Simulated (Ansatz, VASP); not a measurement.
CuF: VASP beside Ansatz

INCAR

```
SYSTEM = CuF
ALGO = Normal
EDIFF = 1E-6
ENCUT = 1350
GGA_COMPAT = .FALSE.
ISIF = 2
ISMEAR = -1
LASPH = .TRUE.
LCHARG = .FALSE.
LREAL = .FALSE.
LWAVE = .FALSE.
NBANDS = 34
NELM = 120
PREC = Accurate
SIGMA = 0.02
```

The input KPOINTS:

```
k-points
0
G
  12 12 6
  0 0 0
```

POSCAR

```
CuF
1.0
    3.5086571515      0.0000000000      0.0000000000
   -1.7543285757      3.0385862264      0.0000000000
    0.0000000000      0.0000000000      5.0825198637
Cu F
2 2
Direct
    0.3333333333      0.6666666667      0.2500000000
    0.6666666667      0.3333333333      0.7500000000
    0.6666666667      0.3333333333      0.2500000000
    0.3333333333      0.6666666667      0.7500000000
```

Input for Ansatz:

```yaml
crystal:
  lattice:
    - [3.5086571515, 0.0, 0.0]
    - [-1.7543285757, 3.0385862264, 0.0]
    - [0.0, 0.0, 5.0825198637]
  atoms:
    - { symbol: Cu, position: [0.3333333333, 0.6666666667, 0.25] }
    - { symbol: Cu, position: [0.6666666667, 0.3333333333, 0.75] }
    - { symbol: F, position: [0.6666666667, 0.3333333333, 0.25] }
    - { symbol: F, position: [0.3333333333, 0.6666666667, 0.75] }
kpoints:
  mp_grid: { grid: [12, 12, 6] }
  band_path:
    path:
      - [0.0, 0.0, 0.0]
      - [0.5, 0.0, 0.0]
      - [0.3333333333, 0.3333333333, 0.0]
      - [0.0, 0.0, 0.5]
      - [0.5, 0.0, 0.5]
      - [0.3333333333, 0.3333333333, 0.5]
      - [0.15, 0.0, 0.0]
    npoints: 1
hamiltonian:
  xc: lda
scf:
  occupations: { method: fermi_dirac, width: 0.02 }
  n_extra_bands: 5
output:
  forces: true
  stress: true
  eigenvalues: true
```

Alike in both runs: task single point; functional LDA; k mesh 12 × 12 × 6; occupations fermi-dirac, width 0.02 eV; no spin polarisation.

```csv
,VASP,Ansatz
version,VASP 6.6.1,Ansatz 0.2.0
potentials or method,"VASP PAW LDA potentials, release 64 (Cu_sv_GW, F_h)","plane waves, PAW"
plane-wave cutoff (eV),1350,420
valence electrons in the cell,52,52
```

```tsv
	VASP	Ansatz	Ansatz less VASP
pressure (GPa)	-5.7	-5.6	+0.15
traceless stress, the component that is largest in VASP (GPa)	1.78	2.02	+0.240
```

LDA's correlation is that of Perdew and Zunger in VASP and of Perdew and Wang (1992) in Ansatz.
